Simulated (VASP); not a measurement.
Input of a VASP 6.6.1 run:

File POSCAR:

```
ZnS
1.0
    0.0000000000      2.6235105000      2.7452197500
    2.6235105000      0.0000000000      2.7452197500
    2.6235105000      2.6235105000      0.0000000000
Zn S
1 1
Direct
    0.0000000000      0.0000000000      0.0000000000
    0.7500000000      0.7500000000      0.7500000000
```

The input INCAR.step1:

```
SYSTEM = ZnS
  ALGO = Normal
  EDIFF = 1E-4
  ENCUT = 520
  GGA = PE
  ISMEAR = 0
  LASPH = .True.
  LCHARG = .False.
  LREAL = .False.
  LWAVE = .True.
  NBANDS = 16
  NELM = 60
  PREC = Accurate
  SIGMA = 0.05
```

Contents of INCAR.step2:

```
SYSTEM = ZnS
  ALGO = Normal
  EDIFF = 1E-6
  ENCUT = 520
  ISIF = 2
  ISMEAR = 0
  ISTART = 1
  LASPH = .True.
  LCHARG = .True.
  LELF = .True.
  LMIXTAU = .True.
  LREAL = .False.
  LVHAR = .True.
  LWAVE = .False.
  METAGGA = R2SCAN
  NBANDS = 16
  NELM = 60
  PREC = Accurate
  SIGMA = 0.05
```

File KPOINTS:

```
k-points
0
Gamma
  8 8 8
  0 0 0
```

Potentials or basis: VASP PAW PBE potentials, release 64 (Zn, S).

Command:

```sh
$ cat potpaw_PBE.64/Zn/POTCAR potpaw_PBE.64/S/POTCAR > POTCAR
$ cp INCAR.step1 INCAR
$ mpirun -np 1 vasp_std > vasp.out
$ cp INCAR.step2 INCAR
$ mpirun -np 1 vasp_std > vasp.out
```

**Question.** Estimate the pressure.

**Answer.** 2.9 GPa.

**Question.** What does it give for the band gap on the k mesh?

**Answer.** 2.81 eV, direct.

Stress tensor (GPa, compression positive):
```
3.64 0.00 0.00
0.00 3.64 0.00
0.00 0.00 1.55
```

Caveat: the cell differs from its parent crystal (strain -0.030 along x and y, +0.015 along z); the PAW data sets were made with another functional, which shifts forces and pressure a little.
